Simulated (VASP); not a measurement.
Write the native input for VASP 6.6.1 that does the following.

* Task: relaxation of cell and atoms
* Functional: PBE
* Potentials or basis: VASP PAW PBE potentials, release 64 (As)
* Cutoff: 600 eV
* k mesh: 9 × 9 × 13
* Occupations: fermi-dirac, width 0.05 eV
* Spin: no spin polarisation
* Target pressure: 120 GPa
* Dipole correction: no
* Further INCAR settings: ALGO = Normal; EDIFF = 1e-06; IBRION = 2; EDIFFG = -0.005; NSW = 32; ISIF = 3

The structure of As lies in POSCAR:

```
As
1.0
    4.0812307366      0.0000000000      0.0000000000
   -2.0406153683      3.5344494966      0.0000000000
    0.0000000000      0.0000000000      2.4135198599
As
3
Direct
    0.0000000000      0.0000000000      0.0000000000
    0.3333333333      0.6666666667      0.5000000000
    0.6666666667      0.3333333333      0.5000000000
```

These files were run (other wordings do the same):

INCAR

```
  PREC = Accurate
  ENCUT = 600
  EDIFF = 1E-6
  ISMEAR = -1
  SIGMA = 0.05
  LREAL = F
  LASPH = T
  NELM = 100
  ALGO = Normal
  ISIF = 3
  LWAVE = F
  LCHARG = F
  GGA = PE
  IBRION = 2
  NSW = 32
  EDIFFG = -0.005
  PSTRESS = 1200.0
```

KPOINTS

```
regular mesh
0
Gamma
  9 9 13
```

Potentials or basis: VASP PAW PBE potentials, release 64 (As).

Run with:

```sh
$ cat potpaw_PBE.64/As/POTCAR > POTCAR
$ mpirun -np 1 vasp_std > vasp.out
```

Results of the run:

```json
{
  "Relaxed volume": "11.68 Å³/atom",
  "Relaxed cell": "a = 4.090 Å, b = 4.090 Å, c = 2.418 Å, α = 90.00°, β = 90.00°, γ = 120.00°",
  "Space group after relaxing (to 0.05 Å)": "P6/mmm (No. 191)",
  "Energy change on relaxing (the enthalpy is what falls)": "-56.4 meV/atom",
  "Ionic steps": "3",
  "Pressure after relaxing": "120.0 GPa"
}
```

Caveat: the cell is relaxed towards a set pressure, so the enthalpy falls and the energy may rise.

Wall time 30 s on 1 thread of Intel(R) Xeon(R) 6975P-C (Granite Rapids), with other jobs on the host, peak memory 0.19 GiB.
